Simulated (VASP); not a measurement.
# PbS (P-6m2) in VASP: a series of runs, part 2 of 2

VASP 6.6.1. The steps go on from the part before.

### 5 Single point, PBE

Input file INCAR:

```
PREC = Accurate
ENCUT = 520
EDIFF = 1E-6
ISMEAR = 0
SIGMA = 0.02
LREAL = F
LASPH = T
NELM = 100
ALGO = Normal
ISIF = 2
LWAVE = F
LCHARG = T
GGA = PE
LELF = T
LVHAR = T
NBANDS = 17
```

Input file KPOINTS:

```
regular mesh
0
Gamma
  8 8 7
```

Input file POSCAR:

```
PbS
1.0
    4.0896976867      0.0000000000      0.0000000000
   -2.0448488433      3.5417820905      0.0000000000
    0.0000000000      0.0000000000      3.7881670000
Pb S
1 1
Direct
    0.0000000000      0.0000000000      0.0000000000
    0.6666666667      0.3333333333      0.5000000000
```

Potentials or basis: VASP PAW PBE potentials, release 64 (Pb_d, S).

On the command line:

```sh
$ cat potpaw_PBE.64/Pb_d/POTCAR potpaw_PBE.64/S/POTCAR > POTCAR
$ mpirun -np 1 vasp_std > vasp.out
```

OUTCAR:

```text
PREC = Accurate
   ENCUT = 520
   EDIFF = 1E-6
   ISMEAR = 0
   LREAL = F
   LASPH = T
   NELM = 100
   ISIF = 2
   GGA = PE

 ion  position               nearest neighbor table
   1  0.000  0.000  0.000-   2 3.03   2 3.03   2 3.03   2 3.03   2 3.03   2 3.03
   2  0.667  0.333  0.500-   1 3.03   1 3.03   1 3.03   1 3.03   1 3.03   1 3.03

  LATTYP: Found a hexagonal cell.
 ALAT       =     4.0896976867
 C/A-ratio  =     0.9262706660

  Lattice vectors:

 A1 = (   4.0896976867,   0.0000000000,   0.0000000000)
 A2 = (  -2.0448488433,   3.5417820905,   0.0000000000)
 A3 = (   0.0000000000,   0.0000000000,   3.7881670000)

Analysis of symmetry for initial positions (statically):
=====================================================================
 Subroutine PRICEL returns:
 Original cell was already a primitive cell.

 Routine SETGRP: Setting up the symmetry group for a
 hexagonal supercell.

 Subroutine GETGRP returns: Found 12 space group operations
 (whereof 12 operations were pure point group operations)
 out of a pool of 24 trial point group operations.

The static configuration has the point symmetry D_3h.

Analysis of symmetry for dynamics (positions and initial velocities):
=====================================================================
 Subroutine PRICEL returns:
 Original cell was already a primitive cell.

 Routine SETGRP: Setting up the symmetry group for a
 hexagonal supercell.

 Subroutine GETGRP returns: Found 12 space group operations
 (whereof 12 operations were pure point group operations)
 out of a pool of 24 trial point group operations.

The dynamic configuration has the point symmetry D_3h.

 Subroutine INISYM returns: Found 12 space group operations
 (whereof 12 operations are pure point group operations),
 and found     1 'primitive' translations

----------------------------------------------------------------------------------------

                                     Primitive cell

  volume of cell :      54.8709

  direct lattice vectors                    reciprocal lattice vectors
     4.089697687  0.000000000  0.000000000     0.244516851  0.141171870  0.000000000
    -2.044848843  3.541782090  0.000000000     0.000000000  0.282343740  0.000000000
     0.000000000  0.000000000  3.788167000     0.000000000  0.000000000  0.263979914

  length of vectors
     4.089697687  4.089697687  3.788167000     0.282343740  0.282343740  0.263979914

  position of ions in fractional coordinates (direct lattice)
     0.000000000  0.000000000  0.000000000
     0.666666667  0.333333333  0.500000000

  ion indices of the primitive-cell ions
   primitive index   ion index
                 1           1
                 2           2

----------------------------------------------------------------------------------------

 KPOINTS: regular mesh

Automatic generation of k-mesh.
 Grid dimensions read from file:
 generate k-points for:    8    8    7

 Generating k-lattice:

  Cartesian coordinates                     Fractional coordinates (reciprocal lattice)
     0.030564606  0.017646484  0.000000000     0.125000000  0.000000000  0.000000000
     0.000000000  0.035292967  0.000000000     0.000000000  0.125000000  0.000000000
     0.000000000  0.000000000  0.037711416     0.000000000  0.000000000  0.142857143

  Length of vectors
     0.035292967  0.035292967  0.037711416

  Shift w.r.t. Gamma in fractional coordinates (k-lattice)
     0.000000000  0.000000000  0.000000000

 Subroutine IBZKPT returns following result:
 ===========================================

 Found     40 irreducible k-points:

 Following reciprocal coordinates:
            Coordinates               Weight
  0.000000  0.000000  0.000000      1.000000
  0.125000  0.000000  0.000000      6.000000
  0.250000  0.000000  0.000000      6.000000
  0.375000  0.000000  0.000000      6.000000
  0.500000  0.000000  0.000000      3.000000
  0.125000  0.125000  0.000000      6.000000
[... 16 lines left out ...]
  0.250000  0.000000  0.285714     12.000000
  0.375000  0.000000  0.285714     12.000000
 [... further k-points ...]
   k-points           NKPTS =     40   k-points in BZ     NKDIM =     40   number of bands    NBANDS=     17
   number of dos      NEDOS =    301   number of ions     NIONS =      2
   total plane-waves  NPLWV =  25200
   dimension x,y,z NGX =    30 NGY =   30 NGZ =   28
   dimension x,y,z NGXF=    60 NGYF=   60 NGZF=   56
   ions per type =               1   1
   NGX,Y,Z   is equivalent  to a cutoff of  12.19, 12.19, 12.29 a.u.
   NGXF,Y,Z  is equivalent  to a cutoff of  24.39, 24.39, 24.58 a.u.
 SYSTEM =  unknown system
   PREC   = accura    normal or accurate (medium, high low for compatibility)
   ISTART =      0    job   : 0-new  1-cont  2-samecut
   ICHARG =      2    charge: 1-file 2-atom 10-const
   ISPIN  =      1    spin polarized calculation?
   LNONCOLLINEAR =      F non collinear calculations
   LSORBIT =      F    spin-orbit coupling
   LASPH  =      T    aspherical Exc in radial PAW
   ENCUT  =  520.0 eV  38.22 Ry    6.18 a.u.   7.60  7.60  7.04*2*pi/ulx,y,z
   NELM   =    100;   NELMIN=  2; NELMDL= -5     # of ELM steps
   EDIFF  = 0.1E-05   stopping-criterion for ELM
   LREAL  =      F    real-space projection
   EDIFFG = 0.1E-04   stopping-criterion for IOM
   NSW    =      0    number of steps for IOM
   IBRION =     -1    ionic relax: 0-MD 1-quasi-New 2-CG
   NFREE  =      0    steps in history (QN), initial steepest desc. (CG)
   ISIF   =      2    stress and relaxation
   ISYM   =      2    0-nonsym 1-usesym 2-fastsym
   POTIM  = 0.5000    time-step for ionic-motion
   TEBEG  =    0.0;   TEEND  =   0.0 temperature during run
   PSTRESS=    0.0 pullay stress
   NELECT =      20.0000    total number of electrons
   NUPDOWN=      -1.0000    fix difference up-down
   EMIN   =  10.00;   EMAX   =-10.00  energy-range for DOS
   EFERMI =   0.00;   METHOD = LEGACY
   ISMEAR =     0;   SIGMA  =   0.02  broadening in eV -4-tet -1-fermi 0-gaus
   EFERMI_NEDOS =   21; number of points for ismear=-14 and -15
   IALGO  =     38    algorithm
   IMIX   =      4    mixing-type and parameters
     AMIX     =   0.40;   BMIX     =  1.00
     AMIX_MAG =   1.60;   BMIX_MAG =  1.00
  volume/ion in A,a.u.               =      27.44       185.14
  Fermi-wavevector in a.u.,A,eV,Ry     =   1.169421  2.209885 18.606576  1.367545
  Thomas-Fermi vector in A             =   2.305894
   LORBIT       =      0    0 simple, 1 ext, 2 COOP (PROOUT), +10 PAW based schemes
   GGA     = PE    functional components
   LHFCALC =     F    Hartree Fock is set to
   AEXX    =    0.0000 exact exchange contribution
   IVDW    =     0    specifies the selected vdW correction
   LEPSILON=     F    determine dielectric tensor
   LRPA    =     F    only Hartree local field effects (RPA)
 non-spin polarized calculation
 Gauss-broadening in eV      SIGMA  =   0.02
  energy-cutoff  :      520.00
  volume of cell :       54.87
 maximum number of plane-waves:      1502
   NGX = 15   NGY = 15   NGZ = 15

 number of electron      19.9999998 magnetization

 Free energy of the ion-electron system (eV)
  ---------------------------------------------------
  ext. energy  EPLUGINS =         0.00000000
  ---------------------------------------------------
  free energy    TOTEN  =        -8.52283084 eV

  energy without entropy =       -8.52283084  energy(sigma->0) =       -8.52283084

 E-fermi :   5.1857     XC(G=0):  -9.4358

 val. band max:        5.0979355812   @ k =   0.3750   0.2500   0.0000
 cond. band min:       5.3076761623   @ k =   0.3750   0.2500   0.4286
 fundamental gap:      0.2097405811
 Fermi energy:         5.1857299528

 k-point     1 :       0.0000    0.0000    0.0000
  band No.  band energies     occupation
      1     -11.7112      2.00000
      2     -11.6943      2.00000
      3     -11.6943      2.00000
      4     -11.5910      2.00000
      5     -11.5910      2.00000
      6      -7.9617      2.00000
[... 9 lines left out ...]
     16      16.2453      0.00000
     17      16.3316      0.00000
[... 441 lines left out ...]
 k-point    24 :       0.3750    0.0000    0.2857
  band No.  band energies     occupation
      1     -11.7124      2.00000
      2     -11.6715      2.00000
      3     -11.6378      2.00000
      4     -11.6269      2.00000
      5     -11.6045      2.00000
      6      -6.6674      2.00000
[... 9 lines left out ...]
     16      15.5909      0.00000
     17      17.2415      0.00000

 [... further k-points ...]

------------------------ aborting loop because EDIFF is reached ----------------------------------------

  FORCE on cell =-STRESS in cart. coord.  units (eV):
  Direction    XX          YY          ZZ          XY          YZ          ZX
  --------------------------------------------------------------------------------------
  -------------------------------------------------------------------------------------
  Total        0.0050361      0.0050361     -0.0058101      0.0000000      0.0000000      0.0000000
  in kB        0.1470483      0.1470483     -0.1696488      0.0000000      0.0000000      0.0000000
  external PRESSURE =       0.0414826 kB  Pullay stress =       0.0000000 kB

 VOLUME and BASIS-vectors are now :
 -----------------------------------------------------------------------------
  energy-cutoff  :      520.00
  volume of cell :       54.87
      direct lattice vectors                 reciprocal lattice vectors
     4.089697687  0.000000000  0.000000000     0.244516851  0.141171870  0.000000000
    -2.044848843  3.541782090  0.000000000     0.000000000  0.282343740  0.000000000
     0.000000000  0.000000000  3.788167000     0.000000000  0.000000000  0.263979914

 POSITION                                       TOTAL-FORCE (eV/Angst)
 -----------------------------------------------------------------------------------
      0.00000      0.00000      0.00000        -0.000000      0.000000      0.000000
      2.04485      1.18059      1.89408         0.000000     -0.000000      0.000000
 -----------------------------------------------------------------------------------
    total drift:                               -0.000000      0.000000      0.000000

  FREE ENERGIE OF THE ION-ELECTRON SYSTEM (eV)
  ---------------------------------------------------
  free  energy   TOTEN  =        -8.5228308397 eV

  energy  without entropy=       -8.5228308397  energy(sigma->0) =       -8.52283084
```

OSZICAR:

```text
N       E                     dE             d eps       ncg     rms          rms(c)
DAV:   1     0.161207492874E+03    0.16121E+03   -0.96818E+03  1360   0.122E+03
DAV:   2     0.375015810517E+01   -0.15746E+03   -0.15125E+03  1442   0.316E+02
DAV:   3    -0.882074620867E+01   -0.12571E+02   -0.12477E+02  1751   0.939E+01
DAV:   4    -0.913644577918E+01   -0.31570E+00   -0.31541E+00  1790   0.166E+01
DAV:   5    -0.914793064507E+01   -0.11485E-01   -0.11484E-01  1962   0.305E+00    0.446E+00
DAV:   6    -0.852884419200E+01    0.61909E+00   -0.17233E+00  2092   0.870E+00    0.323E+00
DAV:   7    -0.852282926426E+01    0.60149E-02   -0.16175E-01  1628   0.201E+00    0.183E+00
DAV:   8    -0.852299717923E+01   -0.16791E-03   -0.19097E-02  1625   0.139E+00    0.236E-01
DAV:   9    -0.852256324075E+01    0.43394E-03   -0.47491E-03  2172   0.515E-01    0.119E-01
DAV:  10    -0.852281572130E+01   -0.25248E-03   -0.52776E-04  1547   0.130E-01    0.635E-02
DAV:  11    -0.852282881136E+01   -0.13090E-04   -0.61040E-05  1923   0.792E-02    0.168E-02
DAV:  12    -0.852283090958E+01   -0.20982E-05   -0.54572E-06  1682   0.275E-02    0.344E-03
DAV:  13    -0.852283083967E+01    0.69908E-07   -0.42810E-07  1263   0.540E-03
   1 F= -.85228308E+01 E0= -.85228308E+01  d E =-.646598E-12
```

Run time: 38 s. Hardware: 1 thread of Intel Xeon 8259CL, shared host; peak memory 0.19 GiB.

Results:

* Free energy: -8.5228 eV
* Pressure: 0.0 GPa
* Band gap on the k mesh: 0.21 eV (least direct gap 1.65 eV)

Caveat: spin-orbit coupling is left out, which moves the levels of the heavy elements; an odd mesh through Γ misses points on the zone boundary, where band edges can lie.

### 6 Single point, PBE

Input file INCAR:

```
SYSTEM = PbS
PREC = Accurate
ENCUT = 520
EDIFF = 1E-6
ISMEAR = 0
SIGMA = 0.020999999999999998
LREAL = .FALSE.
LASPH = .TRUE.
NELM = 60
ALGO = Normal
ISIF = 2
LWAVE = .FALSE.
LCHARG = .FALSE.
GGA = PE
NBANDS = 17
```

Input file KPOINTS:

```
Automatic mesh
0
G
  8 8 7
  0 0 0
```

POSCAR is that of step 5.

Potentials or basis: VASP PAW PBE potentials, release 64 (Pb_d, S).

On the command line:

```sh
$ cat potpaw_PBE.64/Pb_d/POTCAR potpaw_PBE.64/S/POTCAR > POTCAR
$ mpirun -np 1 vasp_std > vasp.out
```

It took 41 s on 1 thread of Intel Xeon 8259CL, shared host; peak memory 0.18 GiB.

Results (log left out):

```
Free energy            : -8.5228 eV
Pressure               : 0.0 GPa
Band gap on the k mesh : 0.21 eV (least direct gap 1.65 eV)
```

Levels at points of the mesh, in eV from the valence-band top:
| k point | band 8 | band 9 | band 10 | band 11 | band 12 | band 13 |
| --- | --- | --- | --- | --- | --- | --- |
| (0.00, 0.00, 0.00) | -2.06 | -1.58 | -1.58 | 3.55 | 3.55 | 5.36 |
| (0.50, 0.00, 0.00) | -2.59 | -1.70 | -1.08 | 2.01 | 4.03 | 5.35 |

Caveat: spin-orbit coupling is left out, which moves the levels of the heavy elements; an odd mesh through Γ misses points on the zone boundary, where band edges can lie.

### 7 Overview

```tsv
smearing	gap on the mesh (eV)	pressure (GPa)
gaussian 0.017 eV	0.21	0.0
gaussian 0.018 eV	0.21	0.0
gaussian 0.019 eV	0.21	0.0
gaussian 0.02 eV	0.21	0.0
gaussian 0.021 eV	0.21	0.0
```

Alike in all rows: task single point; level PBE; potentials or basis VASP PAW PBE potentials, release 64 (Pb_d, S); no spin polarisation; cell as given; k mesh 8 × 8 × 7; cutoff (eV) 520.

Caveats: spin-orbit coupling is left out, which moves the levels of the heavy elements; an odd mesh through Γ misses points on the zone boundary, where band edges can lie.

Absolute energies hang on the potentials; compare differences alone.
